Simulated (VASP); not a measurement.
Here is a VASP 6.6.1 calculation.

POSCAR

```
AgRh
1.0
    2.7589461066      0.0000000000      0.0000000000
   -1.3794730533      2.3893174160      0.0000000000
    0.0000000000      0.0000000000      4.7763285309
Ag Rh
1 1
Direct
    0.0000000000      0.0000000000      0.5000000000
    0.6666666667      0.3333333333      0.0000000000
```

The input INCAR.step1:

```
SYSTEM = AgRh
  ALGO = Normal
  EDIFF = 1E-4
  ENCUT = 520
  GGA = PE
  ISMEAR = -1
  LASPH = .TRUE.
  LCHARG = .FALSE.
  LREAL = .FALSE.
  LWAVE = .TRUE.
  NBANDS = 20
  NELM = 60
  PREC = Accurate
  SIGMA = 0.05
```

INCAR.step2

```
SYSTEM = AgRh
  ALGO = Normal
  EDIFF = 1E-7
  ENCUT = 520
  ISIF = 2
  ISMEAR = -1
  ISTART = 1
  LASPH = .TRUE.
  LCHARG = .FALSE.
  LMIXTAU = .TRUE.
  LREAL = .FALSE.
  LWAVE = .FALSE.
  METAGGA = R2SCAN
  NBANDS = 20
  NELM = 60
  PREC = Accurate
  SIGMA = 0.05
```

KPOINTS

```
k-points
0
G
  11 11 6
  0 0 0
```

Potentials or basis: VASP PAW PBE potentials, release 64 (Ag, Rh_pv).

Launch:

```console
$ cat potpaw_PBE.64/Ag/POTCAR potpaw_PBE.64/Rh_pv/POTCAR > POTCAR
$ cp INCAR.step1 INCAR
$ mpirun -np 1 vasp_std > vasp.out
$ cp INCAR.step2 INCAR
$ mpirun -np 1 vasp_std > vasp.out
```

Problem. Predict the pressure.

Solution. -3.1 GPa.

Problem. Estimate the band gap on the k mesh.

Solution. Zero (bands 13 and 14 overlap by 1.44 eV).

Stress tensor (GPa, compression positive):
```
-2.91  0.00  0.00
 0.00 -2.91  0.00
 0.00  0.00 -3.55
```

Caveat: the cell stands under tension; the PAW data sets were made with another functional, which shifts forces and pressure a little.
